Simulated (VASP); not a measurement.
Input of a VASP 6.6.1 run:

Contents of INCAR:

```
  PREC = Accurate
  ENCUT = 520
  EDIFF = 1E-6
  ISMEAR = 0
  SIGMA = 0.15
  LREAL = F
  LASPH = T
  NELM = 60
  ALGO = Fast
  ISIF = 2
  LWAVE = F
  LCHARG = F
  GGA = PS
  NBANDS = 36
  KPAR = 4
```

The input KPOINTS:

```
regular mesh
0
Gamma
  16 16 16
```

POSCAR

```
AlNi
1.0
    4.0426561744      0.0000000000     -2.8694088111
   -4.0426561744      0.0000000000     -2.8694088111
    0.0000000000      4.0426995768      2.8694088111
Al Ni
4 4
Direct
    0.0000000000      0.5000000000      0.5000000000
    0.5000000000      0.5000000000      0.0000000000
    0.0000000000      1.0000000000      0.0000000000
    0.5000000000      1.0000000000      0.5000000000
    0.0261377883      0.0261377883      0.5000000000
    0.5000000000      0.0000000000      0.0000000000
    0.0000000000      0.5000000000      0.0000000000
    0.5000000000      0.5000000000      0.5000000000
```

Potentials or basis: VASP PAW PBE potentials, release 64 (Al, Ni).

Run with:

```console
$ cat potpaw_PBE.64/Al/POTCAR potpaw_PBE.64/Ni/POTCAR > POTCAR
$ mpirun -np 4 vasp_std > vasp.out
```

Problem. Estimate the band gap on the k mesh.

Solution. Zero (bands 26 and 27 overlap by 3.29 eV).

Problem. Estimate the largest force.

Solution. 1.128 eV/Å.

Problem. Estimate the pressure.

Solution. 0.5 GPa.

Stress tensor (GPa, compression positive):
```
0.54 0.00 0.00
0.00 0.53 0.00
0.00 0.00 0.39
```

Caveat: the cell differs from its parent crystal (atom 5 (Ni) moved -0.150 Å along Cartesian [0 0 1]); the PAW data sets were made with another functional, which shifts forces and pressure a little. Spin polarisation is off, so any magnetic state and its effect on volume and gap are missing.
